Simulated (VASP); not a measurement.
# TiPd (Pm-3m) in VASP: further runs, part 2 of 2

VASP 6.6.1. Earlier steps stand in the parts before.

## 4. Vibrations by perturbation theory, LDA (14.66 Å³/atom)

This run uses another cell than the first one, of 14.66 Å³/atom.

File INCAR:

```
SYSTEM = TiPd
PREC = Accurate ; ENCUT = 520
EDIFF = 1E-8 ; ISMEAR = -1
SIGMA = 0.15 ; LREAL = .FALSE.
LASPH = .TRUE. ; NELM = 100
ALGO = Normal ; ISIF = 2
LWAVE = .FALSE. ; LCHARG = .FALSE.
IBRION = 8 ; NSW = 1
```

File KPOINTS:

```
Automatic mesh
0
G
  14 14 14
  0 0 0
```

File POSCAR:

```
TiPd
1.0
    3.0836929084      0.0000000000      0.0000000000
    0.0000000000      3.0836929084      0.0000000000
    0.0000000000      0.0000000000      3.0836929084
Ti Pd
1 1
Direct
    0.5000000000      0.5000000000      0.5000000000
    0.0000000000      0.0000000000      0.0000000000
```

Potentials or basis: VASP PAW LDA potentials, release 64 (Ti_sv, Pd).

Command:

```
$ cat potpaw_LDA.64/Ti_sv/POTCAR potpaw_LDA.64/Pd/POTCAR > POTCAR
$ mpirun -np 1 vasp_std > vasp.out
```

OUTCAR:

```text
SYSTEM = TiPd
   PREC = Accurate
   ENCUT = 520
   EDIFF = 1E-8
   ISMEAR = -1
   LREAL = .FALSE.
   LASPH = .TRUE.
   NELM = 100
   ISIF = 2
   IBRION = 8
   NSW = 1

 ion  position               nearest neighbor table
   1  0.500  0.500  0.500-   2 2.67   2 2.67   2 2.67   2 2.67   2 2.67   2 2.67   2 2.67   2 2.67

   2  0.000  0.000  0.000-   1 2.67   1 2.67   1 2.67   1 2.67   1 2.67   1 2.67   1 2.67   1 2.67

  LATTYP: Found a simple cubic cell.
 ALAT       =     3.0836929084

  Lattice vectors:

 A1 = (   3.0836929084,   0.0000000000,   0.0000000000)
 A2 = (   0.0000000000,   3.0836929084,   0.0000000000)
 A3 = (   0.0000000000,   0.0000000000,   3.0836929084)

Analysis of symmetry for initial positions (statically):
=====================================================================
 Subroutine PRICEL returns:
 Original cell was already a primitive cell.

 Routine SETGRP: Setting up the symmetry group for a
 simple cubic supercell.

 Subroutine GETGRP returns: Found 48 space group operations
 (whereof 48 operations were pure point group operations)
 out of a pool of 48 trial point group operations.

The static configuration has the point symmetry O_h .

Analysis of symmetry for dynamics (positions and initial velocities):
=====================================================================
 Subroutine PRICEL returns:
 Original cell was already a primitive cell.

 Routine SETGRP: Setting up the symmetry group for a
 simple cubic supercell.

[... 618 lines left out ...]
 -----------------------------------------------------------------------------------
    total drift:                                0.000000      0.000000     -0.000000

  FREE ENERGIE OF THE ION-ELECTRON SYSTEM (eV)
  ---------------------------------------------------
  free  energy   TOTEN  =       -16.1134546084 eV

  energy  without entropy=      -15.9045671231  energy(sigma->0) =      -16.00901087

[... ionic steps 2 to 3 ...]

--------------------------------------- Ionic step        4  -------------------------------------------

------------------------ aborting loop because EDIFF is reached ----------------------------------------

[... ionic steps 5 to 6 ...]

--------------------------------------- Ionic step        7  -------------------------------------------

 Free energy of the ion-electron system (eV)
  ---------------------------------------------------
  ---------------------------------------------------
  free energy    TOTEN  =        -0.25183554 eV

  energy without entropy =       -0.25183550

------------------------ aborting loop because EDIFF is reached ----------------------------------------

 INTERNAL STRAIN TENSOR  FOR ION    2  DIRECTION 1   (eV/Angst):
 -----------------------------------------------------------------------------
     0.03548  0.00000  0.00000
     0.00000 -0.01146 -0.00000
    -0.00000 -0.00000 -0.01146

 INTERNAL STRAIN TENSOR FOR ION    2 for displacements in x,y,z  (eV/Angst):
          X           Y           Z          XY          YZ          ZX
  --------------------------------------------------------------------------------
  x     0.00000     0.00000     0.00000     0.00000     0.00000     0.00000
  y     0.00000     0.00000     0.00000     0.00000     0.00000     0.00000
  z     0.00000     0.00000     0.00000     0.00000     0.00000     0.00000

 SECOND DERIVATIVES (NOT SYMMETRIZED)
 ------------------------------------
               1X          1Y          1Z          2X          2Y          2Z
  1X    -4.176347   -0.000000    0.000000    4.176347    0.000000   -0.000000
  1Y    -0.000000   -4.176347    0.000000    0.000000    4.176347   -0.000000
  1Z    -0.000000   -0.000000   -4.176347    0.000000    0.000000    4.176347
  2X     4.165495   -0.000000   -0.000000   -4.165495    0.000000    0.000000
  2Y    -0.000000    4.165495   -0.000000    0.000000   -4.165495    0.000000
  2Z     0.000000   -0.000000    4.165495   -0.000000    0.000000   -4.165495

 Eigenvectors and eigenvalues of the dynamical matrix
 ----------------------------------------------------

   1 f  =    5.557356 THz    34.917896 2PiTHz  185.373437 cm-1    22.983367 meV
             X         Y         Z           dx          dy          dz
      1.541846  1.541846  1.541846     0.000000   -0.000000   -0.830814
      0.000000  0.000000  0.000000     0.000000   -0.000000    0.556550
[... 21 lines left out ...]
   6 f/i=    0.003343 THz     0.021004 2PiTHz    0.111508 cm-1     0.013825 meV
             X         Y         Z           dx          dy          dz
      1.541846  1.541846  1.541846    -0.394521   -0.371680    0.126315
      0.000000  0.000000  0.000000    -0.588937   -0.554842    0.188562

--------------------------------------------------------------------------------------------------------

 ELASTIC MODULI CONTR FROM IONIC RELAXATION (kBar)
 Direction    XX          YY          ZZ          XY          YZ          ZX
 --------------------------------------------------------------------------------
 XX           0.0000      0.0000      0.0000      0.0000      0.0000      0.0000
 YY           0.0000      0.0000      0.0000      0.0000      0.0000      0.0000
 ZZ           0.0000      0.0000      0.0000      0.0000      0.0000      0.0000
 XY           0.0000      0.0000      0.0000      0.0000      0.0000      0.0000
 YZ           0.0000      0.0000      0.0000      0.0000      0.0000      0.0000
 ZX           0.0000      0.0000      0.0000      0.0000      0.0000      0.0000
 --------------------------------------------------------------------------------
```

OSZICAR:

```text
N       E                     dE             d eps       ncg     rms          rms(c)
DAV:   1     0.187480769069E+03    0.18748E+03   -0.11637E+04  3600   0.169E+03
DAV:   2    -0.478028001262E+01   -0.19226E+03   -0.18928E+03  4034   0.421E+02
DAV:   3    -0.175411579182E+02   -0.12761E+02   -0.12655E+02  6108   0.996E+01
DAV:   4    -0.180875480141E+02   -0.54639E+00   -0.54558E+00  4254   0.162E+01
[... 91 lines left out ...]
RMM:  53    -0.251835652351E+00    0.34744E-07   -0.84200E-07  6795   0.560E-05    0.292E-06
RMM:  54    -0.251835613774E+00    0.38576E-07   -0.88284E-07  6855   0.575E-05    0.331E-06
RMM:  55    -0.251835577880E+00    0.35894E-07   -0.98199E-07  6877   0.593E-05    0.362E-06
RMM:  56    -0.251835557276E+00    0.20605E-07   -0.12058E-06  7509   0.608E-05    0.376E-06
RMM:  57    -0.251835536418E+00    0.20857E-07   -0.12126E-06  6775   0.616E-05    0.348E-06
 Linear response finished
```

It took 14 min on 1 thread of Intel Xeon 8259CL, shared host; peak memory 0.39 GiB.

What came out:

* Highest phonon frequency at Γ: 185 cm⁻¹

Phonon frequencies in cm⁻¹ (negative: imaginary):
| q point | frequencies |
| --- | --- |
| (0.000, 0.000, 0.000) | 0 0 0 185 185 185 |

Caveat: the cell stands under pressure or tension, which shifts response properties.

## 5. Vibrations by perturbation theory, LDA (15.26 Å³/atom)

This run uses another cell than the first one, of 15.26 Å³/atom.

File INCAR:

```
PREC = Accurate
ENCUT = 520
EDIFF = 1E-8
ISMEAR = -1
SIGMA = 0.15
LREAL = F
LASPH = T
NELM = 100
ALGO = Normal
ISIF = 2
LWAVE = F
LCHARG = T
NBANDS = 18
IBRION = 8
NSW = 1
```

File KPOINTS:

```
Automatic mesh
0
Gamma
  14 14 14
```

File POSCAR:

```
TiPd
1.0
    3.1250896992      0.0000000000      0.0000000000
    0.0000000000      3.1250896992      0.0000000000
    0.0000000000      0.0000000000      3.1250896992
Ti Pd
1 1
Direct
    0.5000000000      0.5000000000      0.5000000000
    0.0000000000      0.0000000000      0.0000000000
```

Potentials or basis: VASP PAW LDA potentials, release 64 (Ti_sv, Pd).

Command:

```
$ cat potpaw_LDA.64/Ti_sv/POTCAR potpaw_LDA.64/Pd/POTCAR > POTCAR
$ mpirun -np 1 vasp_std > vasp.out
```

OUTCAR:

```text
PREC = Accurate
   ENCUT = 520
   EDIFF = 1E-8
   ISMEAR = -1
   LREAL = F
   LASPH = T
   NELM = 100
   ISIF = 2
   IBRION = 8
   NSW = 1

 ion  position               nearest neighbor table
   1  0.500  0.500  0.500-   2 2.71   2 2.71   2 2.71   2 2.71   2 2.71   2 2.71   2 2.71   2 2.71

   2  0.000  0.000  0.000-   1 2.71   1 2.71   1 2.71   1 2.71   1 2.71   1 2.71   1 2.71   1 2.71

  LATTYP: Found a simple cubic cell.
 ALAT       =     3.1250896992

  Lattice vectors:

 A1 = (   3.1250896992,   0.0000000000,   0.0000000000)
 A2 = (   0.0000000000,   3.1250896992,   0.0000000000)
 A3 = (   0.0000000000,   0.0000000000,   3.1250896992)

Analysis of symmetry for initial positions (statically):
=====================================================================
 Subroutine PRICEL returns:
 Original cell was already a primitive cell.

 Routine SETGRP: Setting up the symmetry group for a
 simple cubic supercell.
[... 732 lines left out ...]

 INTERNAL STRAIN TENSOR  FOR ION    2  DIRECTION 1   (eV/Angst):
 -----------------------------------------------------------------------------
     0.04138 -0.00000  0.00000
    -0.00000 -0.01111  0.00000
    -0.00000  0.00000 -0.01111

 INTERNAL STRAIN TENSOR FOR ION    2 for displacements in x,y,z  (eV/Angst):
          X           Y           Z          XY          YZ          ZX
  --------------------------------------------------------------------------------
  x     0.00000     0.00000     0.00000     0.00000     0.00000     0.00000
  y     0.00000     0.00000     0.00000     0.00000     0.00000     0.00000
  z     0.00000     0.00000     0.00000     0.00000     0.00000     0.00000

 SECOND DERIVATIVES (NOT SYMMETRIZED)
 ------------------------------------
               1X          1Y          1Z          2X          2Y          2Z
  1X    -3.264448    0.000000   -0.000000    3.264448    0.000000    0.000000
  1Y    -0.000000   -3.264448    0.000000    0.000000    3.264448    0.000000
  1Z     0.000000    0.000000   -3.264448    0.000000   -0.000000    3.264448
  2X     3.287905   -0.000000    0.000000   -3.287905    0.000000   -0.000000
  2Y     0.000000    3.287905   -0.000000   -0.000000   -3.287905    0.000000
  2Z    -0.000000    0.000000    3.287905    0.000000   -0.000000   -3.287905

 Eigenvectors and eigenvalues of the dynamical matrix
 ----------------------------------------------------

   1 f  =    4.920782 THz    30.918184 2PiTHz  164.139615 cm-1    20.350709 meV
             X         Y         Z           dx          dy          dz
      1.562545  1.562545  1.562545     0.000000    0.829554   -0.000000
      0.000000  0.000000  0.000000     0.000000   -0.558426    0.000000
[... 21 lines left out ...]
   6 f/i=    0.008160 THz     0.051273 2PiTHz    0.272200 cm-1     0.033748 meV
             X         Y         Z           dx          dy          dz
      1.562545  1.562545  1.562545    -0.558426    0.000000   -0.000000
      0.000000  0.000000  0.000000    -0.829554    0.000000    0.000000

--------------------------------------------------------------------------------------------------------

 ELASTIC MODULI CONTR FROM IONIC RELAXATION (kBar)
 Direction    XX          YY          ZZ          XY          YZ          ZX
 --------------------------------------------------------------------------------
 XX           0.0000      0.0000      0.0000      0.0000      0.0000      0.0000
 YY           0.0000      0.0000      0.0000      0.0000      0.0000      0.0000
 ZZ           0.0000      0.0000      0.0000      0.0000      0.0000      0.0000
 XY           0.0000      0.0000      0.0000      0.0000      0.0000      0.0000
 YZ           0.0000      0.0000      0.0000      0.0000      0.0000      0.0000
 ZX           0.0000      0.0000      0.0000      0.0000      0.0000      0.0000
 --------------------------------------------------------------------------------
```

OSZICAR:

```text
N       E                     dE             d eps       ncg     rms          rms(c)
DAV:   1     0.193591670096E+03    0.19359E+03   -0.11222E+04  4320   0.140E+03
DAV:   2    -0.424718202689E+01   -0.19784E+03   -0.19164E+03  4466   0.369E+02
DAV:   3    -0.176052835539E+02   -0.13358E+02   -0.13183E+02  6500   0.882E+01
DAV:   4    -0.182252282715E+02   -0.61994E+00   -0.61631E+00  5276   0.148E+01
[... 59 lines left out ...]
RMM:  13    -0.252419677818E+00   -0.51839E-07   -0.15927E-07 22790   0.227E-04    0.383E-06
RMM:  14    -0.252419689092E+00   -0.11275E-07   -0.79787E-08 23415   0.165E-04    0.320E-06
RMM:  15    -0.252419666724E+00    0.22369E-07   -0.11937E-07 23506   0.138E-04    0.165E-06
RMM:  16    -0.252419657460E+00    0.92642E-08   -0.42319E-08 22196   0.125E-04    0.970E-07
 Linear response finished
```

stdout:

```text
POSCAR found type information on POSCAR TiPd
 POSCAR found :  2 types and       2 ions
 scaLAPACK will be used
 LDA part: xc-table for (Slater(with rela. corr.)+CA(PZ))
 , standard interpolation
 POSCAR, INCAR and KPOINTS ok, starting setup
 FFT: planning ... GRIDC
 FFT: planning ... GRID_SOFT
 FFT: planning ... GRID
 WAVECAR not read
 entering main loop
 Linear response reoptimize wavefunctions to high precision
 Linear response DOF=           2
 Linear response progress:
 first order change of Fermi-energy  -0.29520E-03
 force on displaced ion       1 direction 1 :  -3.264  -0.000   0.000
 Linear response progress:
 first order change of Fermi-energy  -0.14858E-03
 force on displaced ion       2 direction 1 :  -3.288   0.000  -0.000
 Linear response finished
```

Run time: 10 min. Hardware: 1 thread of Intel Xeon 8259CL, shared host; peak memory 0.42 GiB.

Results:

```
Highest phonon frequency at Γ : 164 cm⁻¹
```

Phonon frequencies in cm⁻¹ (negative: imaginary):
| q point | frequencies |
| --- | --- |
| (0.000, 0.000, 0.000) | 0 0 0 164 164 164 |

Caveat: the cell stands under pressure or tension, which shifts response properties.
